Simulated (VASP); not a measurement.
# InP (F-43m) in VASP: notebook

Aim: see how the results for InP move with the level of theory and the settings. Levels: LDA, r2SCAN, PBE. Tasks: single point.

All numbers are computed with VASP 6.6.1; they aren't measurements. Logs are shortened: lines on timing, memory, paths and dates and some standing lists are left out, and cuts for length are marked.

**1. The cell of the first run**

It takes space group F-43m (No. 216, cubic). Conventional cell: a = 5.908 Å, b = 5.908 Å, c = 5.908 Å, α = 90.00°, β = 90.00°, γ = 90.00°. In (site symmetry -43m) has 4 P at 2.56 Å within 3.4 Å. Within 3.4 Å of P (site symmetry -43m) lie 4 In at 2.56 Å.

**2. Single point, LDA**

INCAR

```
  PREC = Accurate
  ENCUT = 500
  EDIFF = 1E-6
  ISMEAR = 0
  SIGMA = 0.01
  LREAL = False
  LASPH = True
  NELM = 120
  ALGO = Normal
  ISIF = 2
  LWAVE = False
  LCHARG = False
  NBANDS = 16
  GGA_COMPAT = False
```

KPOINTS

```
Automatic mesh
0
Gamma
  6 6 6
```

POSCAR

```
InP
1.0
    0.0000000000      2.9537876370      2.9537876370
    2.9537876370      0.0000000000      2.9537876370
    2.9537876370      2.9537876370      0.0000000000
In P
1 1
Direct
    0.0000000000      0.0000000000      0.0000000000
    0.2500000000      0.2500000000      0.2500000000
```

Potentials or basis: VASP PAW LDA potentials, release 64 (In_d, P).

The run is started by

```sh
> cat potpaw_LDA.64/In_d/POTCAR potpaw_LDA.64/P/POTCAR > POTCAR
> mpirun -np 1 vasp_std > vasp.out
```

OUTCAR:

```text
PREC = Accurate
   ENCUT = 500
   EDIFF = 1E-6
   ISMEAR = 0
   LREAL = False
   LASPH = True
   NELM = 120
   ISIF = 2

 ion  position               nearest neighbor table
   1  0.000  0.000  0.000-   2 2.56   2 2.56   2 2.56   2 2.56
   2  0.250  0.250  0.250-   1 2.56   1 2.56   1 2.56   1 2.56

  LATTYP: Found a face centered cubic cell.
 ALAT       =     5.9075752740

  Lattice vectors:

 A1 = (   0.0000000000,   2.9537876370,   2.9537876370)
 A2 = (   2.9537876370,   0.0000000000,   2.9537876370)
 A3 = (   2.9537876370,   2.9537876370,   0.0000000000)

Analysis of symmetry for initial positions (statically):
=====================================================================
 Subroutine PRICEL returns:
 Original cell was already a primitive cell.

 Routine SETGRP: Setting up the symmetry group for a
 face centered cubic supercell.

 Subroutine GETGRP returns: Found 24 space group operations
 (whereof 24 operations were pure point group operations)
 out of a pool of 48 trial point group operations.

The static configuration has the point symmetry T_d .

Analysis of symmetry for dynamics (positions and initial velocities):
=====================================================================
 Subroutine PRICEL returns:
 Original cell was already a primitive cell.

 Routine SETGRP: Setting up the symmetry group for a
 face centered cubic supercell.

 Subroutine GETGRP returns: Found 24 space group operations
 (whereof 24 operations were pure point group operations)
 out of a pool of 48 trial point group operations.

The dynamic configuration has the point symmetry T_d .

 Subroutine INISYM returns: Found 24 space group operations
 (whereof 24 operations are pure point group operations),
 and found     1 'primitive' translations

----------------------------------------------------------------------------------------

                                     Primitive cell

  volume of cell :      51.5428

  direct lattice vectors                    reciprocal lattice vectors
     0.000000000  2.953787637  2.953787637    -0.169274187  0.169274187  0.169274187
     2.953787637  0.000000000  2.953787637     0.169274187 -0.169274187  0.169274187
     2.953787637  2.953787637  0.000000000     0.169274187  0.169274187 -0.169274187

  length of vectors
     4.177286537  4.177286537  4.177286537     0.293191492  0.293191492  0.293191492

  position of ions in fractional coordinates (direct lattice)
     0.000000000  0.000000000  0.000000000
     0.250000000  0.250000000  0.250000000

  ion indices of the primitive-cell ions
   primitive index   ion index
                 1           1
                 2           2

----------------------------------------------------------------------------------------

 KPOINTS: Automatic mesh

Automatic generation of k-mesh.
 Grid dimensions read from file:
 generate k-points for:    6    6    6

 Generating k-lattice:

  Cartesian coordinates                     Fractional coordinates (reciprocal lattice)
    -0.028212364  0.028212364  0.028212364     0.166666667  0.000000000  0.000000000
     0.028212364 -0.028212364  0.028212364     0.000000000  0.166666667  0.000000000
     0.028212364  0.028212364 -0.028212364     0.000000000  0.000000000  0.166666667

  Length of vectors
     0.048865249  0.048865249  0.048865249

  Shift w.r.t. Gamma in fractional coordinates (k-lattice)
     0.000000000  0.000000000  0.000000000

 Subroutine IBZKPT returns following result:
 ===========================================

 Found     16 irreducible k-points:

 Following reciprocal coordinates:
            Coordinates               Weight
  0.000000  0.000000  0.000000      1.000000
  0.166667  0.000000  0.000000      8.000000
  0.333333  0.000000  0.000000      8.000000
  0.500000  0.000000  0.000000      4.000000
  0.166667  0.166667  0.000000      6.000000
  0.333333  0.166667  0.000000     24.000000
[... 8 lines left out ...]
 -0.333333  0.333333  0.166667     24.000000
 -0.333333  0.500000  0.166667     12.000000
   k-points           NKPTS =     16   k-points in BZ     NKDIM =     16   number of bands    NBANDS=     16
   number of dos      NEDOS =    301   number of ions     NIONS =      2
   total plane-waves  NPLWV =  27000
   dimension x,y,z NGX =    30 NGY =   30 NGZ =   30
   dimension x,y,z NGXF=    60 NGYF=   60 NGZF=   60
   ions per type =               1   1
   NGX,Y,Z   is equivalent  to a cutoff of  11.94, 11.94, 11.94 a.u.
   NGXF,Y,Z  is equivalent  to a cutoff of  23.88, 23.88, 23.88 a.u.
 SYSTEM =  unknown system
   PREC   = accura    normal or accurate (medium, high low for compatibility)
   ISTART =      0    job   : 0-new  1-cont  2-samecut
   ICHARG =      2    charge: 1-file 2-atom 10-const
   ISPIN  =      1    spin polarized calculation?
   LNONCOLLINEAR =      F non collinear calculations
   LSORBIT =      F    spin-orbit coupling
   LASPH  =      T    aspherical Exc in radial PAW
   ENCUT  =  500.0 eV  36.75 Ry    6.06 a.u.   7.62  7.62  7.62*2*pi/ulx,y,z
   NELM   =    120;   NELMIN=  2; NELMDL= -5     # of ELM steps
   EDIFF  = 0.1E-05   stopping-criterion for ELM
   LREAL  =      F    real-space projection
   EDIFFG = 0.1E-04   stopping-criterion for IOM
   NSW    =      0    number of steps for IOM
   IBRION =     -1    ionic relax: 0-MD 1-quasi-New 2-CG
   NFREE  =      0    steps in history (QN), initial steepest desc. (CG)
   ISIF   =      2    stress and relaxation
   ISYM   =      2    0-nonsym 1-usesym 2-fastsym
   POTIM  = 0.5000    time-step for ionic-motion
   TEBEG  =    0.0;   TEEND  =   0.0 temperature during run
   PSTRESS=    0.0 pullay stress
   NELECT =      18.0000    total number of electrons
   NUPDOWN=      -1.0000    fix difference up-down
   EMIN   =  10.00;   EMAX   =-10.00  energy-range for DOS
   EFERMI =   0.00;   METHOD = LEGACY
   ISMEAR =     0;   SIGMA  =   0.01  broadening in eV -4-tet -1-fermi 0-gaus
   EFERMI_NEDOS =   21; number of points for ismear=-14 and -15
   IALGO  =     38    algorithm
   IMIX   =      4    mixing-type and parameters
     AMIX     =   0.40;   BMIX     =  1.00
     AMIX_MAG =   1.60;   BMIX_MAG =  1.00
  volume/ion in A,a.u.               =      25.77       173.91
  Fermi-wavevector in a.u.,A,eV,Ry     =   1.152860  2.178589 18.083301  1.329085
  Thomas-Fermi vector in A             =   2.289508
   LORBIT       =      0    0 simple, 1 ext, 2 COOP (PROOUT), +10 PAW based schemes
   GGA     = CA    functional components
   LHFCALC =     F    Hartree Fock is set to
   AEXX    =    0.0000 exact exchange contribution
   IVDW    =     0    specifies the selected vdW correction
   LEPSILON=     F    determine dielectric tensor
   LRPA    =     F    only Hartree local field effects (RPA)
 non-spin polarized calculation
 Gauss-broadening in eV      SIGMA  =   0.01
  energy-cutoff  :      500.00
  volume of cell :       51.54
 maximum number of plane-waves:      1363
   NGX = 15   NGY = 15   NGZ = 15

 number of electron      17.9999996 magnetization

 Free energy of the ion-electron system (eV)
  ---------------------------------------------------
  ext. energy  EPLUGINS =         0.00000000
  ---------------------------------------------------
  free energy    TOTEN  =        -9.64246540 eV

  energy without entropy =       -9.64246540  energy(sigma->0) =       -9.64246540

 E-fermi :   4.8040     XC(G=0):  -9.5073

 val. band max:        4.7573017358   @ k =   0.0000   0.0000   0.0000
 cond. band min:       5.1354681390   @ k =   0.0000   0.0000   0.0000
 fundamental gap:      0.3781664032
 Fermi energy:         4.8039650136

 k-point     1 :       0.0000    0.0000    0.0000
  band No.  band energies     occupation
      1      -9.3902      2.00000
      2      -9.3902      2.00000
      3      -9.3902      2.00000
      4      -9.2472      2.00000
      5      -9.2472      2.00000
      6      -6.6285      2.00000
[... 8 lines left out ...]
     15      14.1640      0.00000
     16      14.1640      0.00000

 k-point     2 :       0.1667    0.0000    0.0000
  band No.  band energies     occupation
      1      -9.4188      2.00000
      2      -9.3786      2.00000
      3      -9.3786      2.00000
      4      -9.2467      2.00000
      5      -9.2467      2.00000
      6      -6.3244      2.00000
[... 8 lines left out ...]
     15      13.2965      0.00000
     16      13.8958      0.00000

 k-point     3 :       0.3333    0.0000    0.0000
  band No.  band energies     occupation
      1      -9.4724      2.00000
      2      -9.3601      2.00000
      3      -9.3601      2.00000
      4      -9.2408      2.00000
      5      -9.2408      2.00000
      6      -5.5382      2.00000
[... 8 lines left out ...]
     15      13.7502      0.00000
     16      13.7502      0.00000

 k-point     4 :       0.5000    0.0000    0.0000
  band No.  band energies     occupation
      1      -9.4979      2.00000
      2      -9.3538      2.00000
      3      -9.3538      2.00000
      4      -9.2347      2.00000
      5      -9.2347      2.00000
      6      -4.9521      2.00000
[... 8 lines left out ...]
     15      15.2944      0.00000
     16      15.2944      0.00000
[... 172 lines left out ...]
 k-point    14 :       0.5000    0.3333    0.1667
  band No.  band energies     occupation
      1      -9.5103      2.00000
      2      -9.3397      2.00000
      3      -9.3220      2.00000
      4      -9.2655      2.00000
      5      -9.2301      2.00000
      6      -4.9232      2.00000
[... 8 lines left out ...]
     15      15.6131      0.00000
     16      16.3232      0.00000

 k-point    15 :      -0.3333    0.3333    0.1667
  band No.  band energies     occupation
      1      -9.5189      2.00000
      2      -9.3404      2.00000
      3      -9.3119      2.00000
      4      -9.2605      2.00000
      5      -9.2346      2.00000
      6      -4.4540      2.00000
[... 8 lines left out ...]
     15      15.6016      0.00000
     16      16.1641      0.00000

 k-point    16 :      -0.3333    0.5000    0.1667
  band No.  band energies     occupation
      1      -9.5373      2.00000
      2      -9.3233      2.00000
      3      -9.2996      2.00000
      4      -9.2742      2.00000
      5      -9.2267      2.00000
      6      -4.2526      2.00000
[... 8 lines left out ...]
     15      15.8819      0.00000
     16      16.5259      0.00000

------------------------ aborting loop because EDIFF is reached ----------------------------------------

  FORCE on cell =-STRESS in cart. coord.  units (eV):
  Direction    XX          YY          ZZ          XY          YZ          ZX
  --------------------------------------------------------------------------------------
  -------------------------------------------------------------------------------------
  Total       -0.8611788     -0.8611788     -0.8611788      0.0000000      0.0000000     -0.0000000
  in kB      -26.7692444    -26.7692444    -26.7692444      0.0000000      0.0000000     -0.0000000
  external PRESSURE =     -26.7692444 kB  Pullay stress =       0.0000000 kB

 VOLUME and BASIS-vectors are now :
 -----------------------------------------------------------------------------
  energy-cutoff  :      500.00
  volume of cell :       51.54
      direct lattice vectors                 reciprocal lattice vectors
     0.000000000  2.953787637  2.953787637    -0.169274187  0.169274187  0.169274187
     2.953787637  0.000000000  2.953787637     0.169274187 -0.169274187  0.169274187
     2.953787637  2.953787637  0.000000000     0.169274187  0.169274187 -0.169274187

 POSITION                                       TOTAL-FORCE (eV/Angst)
 -----------------------------------------------------------------------------------
      0.00000      0.00000      0.00000         0.000000      0.000000      0.000000
      1.47689      1.47689      1.47689        -0.000000     -0.000000     -0.000000
 -----------------------------------------------------------------------------------
    total drift:                                0.000000      0.000000     -0.000000

  FREE ENERGIE OF THE ION-ELECTRON SYSTEM (eV)
  ---------------------------------------------------
  free  energy   TOTEN  =        -9.6424654016 eV

  energy  without entropy=       -9.6424654016  energy(sigma->0) =       -9.64246540
```

Wall time 5.5 s (1 thread of Intel Xeon 6975P-C (Granite Rapids), shared host); peak memory 0.15 GiB.

Results:

```
Free energy            : -9.6425 eV
Pressure               : -2.7 GPa
Band gap on the k mesh : 0.38 eV, direct
```

Levels at points of the mesh, in eV from the valence-band top:
```
           k point  band 7  band 8  band 9  band 10  band 11  band 12
(0.00, 0.00, 0.00)    0.00    0.00    0.00     0.38     3.96     3.96
(0.50, 0.00, 0.00)   -5.71   -0.96   -0.96     1.26     4.69     4.69
(0.50, 0.50, 0.00)   -5.76   -2.28   -2.28     1.63     2.12     8.84
```

Caveat: spin-orbit coupling is left out, which moves the levels of the heavy elements.

**3. Single point, r2SCAN**

POSCAR is that of step 2.

INCAR.step1

```
PREC = Accurate
ENCUT = 550
ISMEAR = 0
SIGMA = 0.01
LREAL = F
LASPH = T
NELM = 120
NBANDS = 16
GGA = PE
ALGO = Normal
EDIFF = 1E-5
LWAVE = T
LCHARG = F
GGA_COMPAT = F
```

INCAR.step2

```
PREC = Accurate
ENCUT = 550
EDIFF = 1E-6
ISMEAR = 0
SIGMA = 0.01
LREAL = F
LASPH = T
NELM = 120
ALGO = Normal
ISIF = 2
LWAVE = F
LCHARG = T
METAGGA = R2SCAN
LMIXTAU = T
LELF = T
LVHAR = T
NBANDS = 16
ISTART = 1
GGA_COMPAT = F
```

KPOINTS

```
regular mesh
0
Gamma
  6 6 6
```

Potentials or basis: VASP PAW PBE potentials, release 64 (In_d, P).

The run is started by

```sh
> cat potpaw_PBE.64/In_d/POTCAR potpaw_PBE.64/P/POTCAR > POTCAR
> cp INCAR.step1 INCAR
> mpirun -np 1 vasp_std > vasp.out
> cp INCAR.step2 INCAR
> mpirun -np 1 vasp_std > vasp.out
```

Wall time 19 s (1 thread of Intel Xeon 6975P-C (Granite Rapids), shared host); peak memory 0.18 GiB.

Results (log left out):

| Property | Result |
| --- | --- |
| Free energy | -32.2887 eV |
| Pressure | -0.1 GPa |
| Band gap on the k mesh | 1.03 eV, direct |

Levels at points of the mesh, in eV from the valence-band top:
```tsv
k point	band 6	band 7	band 8	band 9	band 10	band 11	band 12	band 13
(0.00, 0.00, 0.00)	-11.84	0.00	0.00	0.00	1.03	4.44	4.44	4.44
(0.50, 0.00, 0.00)	-10.11	-5.75	-0.97	-0.97	1.80	5.15	5.15	7.49
(0.50, 0.50, 0.00)	-9.46	-5.77	-2.33	-2.33	2.04	2.54	9.72	10.15
```

Caveat: the PAW data sets were made with another functional, which shifts forces and pressure a little; spin-orbit coupling is left out, which moves the levels of the heavy elements.

**4. Single point, PBE, non-collinear spin, zero start, spin-orbit coupling**

INCAR

```
SYSTEM = InP
ALGO     = Normal         ! electronic algorithm
EDIFF    = 1E-6           ! SCF threshold, eV
ENCUT    = 500            ! plane-wave cutoff, eV
GGA      = PE             ! functional
GGA_COMPAT= .FALSE.      
ISIF     = 2              ! what is computed and relaxed
ISMEAR   = -1             ! smearing method
LASPH    = .TRUE.         ! aspherical terms in the spheres
LCHARG   = .FALSE.        ! write CHGCAR
LORBIT   = 11             ! projections on sites
LORBMOM  = .TRUE.       
LREAL    = .FALSE.        ! projectors in reciprocal space
LSORBIT  = .TRUE.         ! spin-orbit coupling
LWAVE    = .FALSE.        ! write WAVECAR
MAGMOM   = 0 0 0 0 0 0    ! initial moments
NBANDS   = 30             ! bands
NELM     = 200            ! most SCF steps
PREC     = Accurate       ! precision mode
SIGMA    = 0.02           ! smearing width, eV
```

KPOINTS

```
k-points
0
G
  4 4 4
  0 0 0
```

POSCAR is that of step 3.

The run is started by

```sh
> cat potpaw_PBE.64/In_d/POTCAR potpaw_PBE.64/P/POTCAR > POTCAR
> mpirun -np 1 vasp_ncl > vasp.out
```

It took 17 s on 1 thread of Intel Xeon 6975P-C (Granite Rapids), shared host; peak memory 0.27 GiB.

It converged, with:

- Free energy: -8.3282 eV
- Pressure: 1.7 GPa
- Net moment: 0.00 μB per cell
- Valence electrons inside the program's atomic spheres: In 11.46; P 2.52

Moments on the atoms (μB; x, y, z):
```
In  0.00 0.00 0.00
P   0.00 0.00 0.00
```

Caveat: the k points lie up to 0.46 Å⁻¹ apart.

**5. Overview**

| level | potentials or basis | spin | k mesh | cutoff (eV) | smearing | gap on the mesh (eV) | pressure (GPa) |
| --- | --- | --- | --- | --- | --- | --- | --- |
| LDA | VASP PAW LDA potentials, release 64 (In_d, P) | off | 6 × 6 × 6 | 500 | gaussian 0.01 eV | 0.38 | -2.7 |
| r2SCAN | VASP PAW PBE potentials, release 64 (In_d, P) | off | 6 × 6 × 6 | 550 | gaussian 0.01 eV | 1.03 | -0.1 |
| PBE | VASP PAW PBE potentials, release 64 (In_d, P) | non-collinear, zero start, SOC | 4 × 4 × 4 | 500 | fermi-dirac 0.02 eV | - | 1.7 |

Alike in all rows: task single point; cell as given.

Caveats: some runs use coarse meshes; spin-orbit coupling is left out, which moves the levels of the heavy elements (some runs); the PAW data sets were made with another functional, which shifts forces and pressure a little (some runs).

Total energies depend on the potentials used, so only differences within one code and one set of settings carry meaning.
